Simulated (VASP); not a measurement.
Write the native input for VASP 6.6.1 that does the following.

| Quantity | Value |
| --- | --- |
| Task | single point |
| Functional | PBE |
| Potentials or basis | VASP PAW PBE potentials, release 64 (Mg, O) |
| Cutoff | 520 eV |
| k mesh | 10 × 10 × 10 |
| Occupations | gaussian, width 0.02 eV |
| Spin | no spin polarisation |
| Dipole correction | no |
| Further INCAR settings | ALGO = Normal; EDIFF = 1e-06; NBANDS = 11 |

The structure of MgO lies in POSCAR:

```
MgO
1.0
    0.0000000000      2.1128979123      2.1128979123
    2.1128979123      0.0000000000      2.1128979123
    2.1128979123      2.1128979123      0.0000000000
Mg O
1 1
Direct
    0.0000000000      0.0000000000      0.0000000000
    0.5000000000      0.5000000000      0.5000000000
```

The input as run:

INCAR

```
SYSTEM = MgO
PREC = Accurate ; ENCUT = 520
EDIFF = 1E-6 ; ISMEAR = 0
SIGMA = 0.02 ; LREAL = .FALSE.
LASPH = .TRUE. ; NELM = 100
ALGO = Normal ; ISIF = 2
LWAVE = .FALSE. ; LCHARG = .FALSE.
GGA = PE ; NBANDS = 11
```

KPOINTS

```
Automatic mesh
0
G
  10 10 10
  0 0 0
```

Potentials or basis: VASP PAW PBE potentials, release 64 (Mg, O).

Run with:

```sh
$ cat potpaw_PBE.64/Mg/POTCAR potpaw_PBE.64/O/POTCAR > POTCAR
$ mpirun -np 1 vasp_std > vasp.out
```

Results of the run:

```
Pressure               : 2.3 GPa
Band gap on the k mesh : 4.63 eV, direct
```

Wall time 16 s on 1 thread of AMD EPYC 7R43 64-Core Processor (Zen 3), with other jobs on the host, peak memory 0.11 GiB.
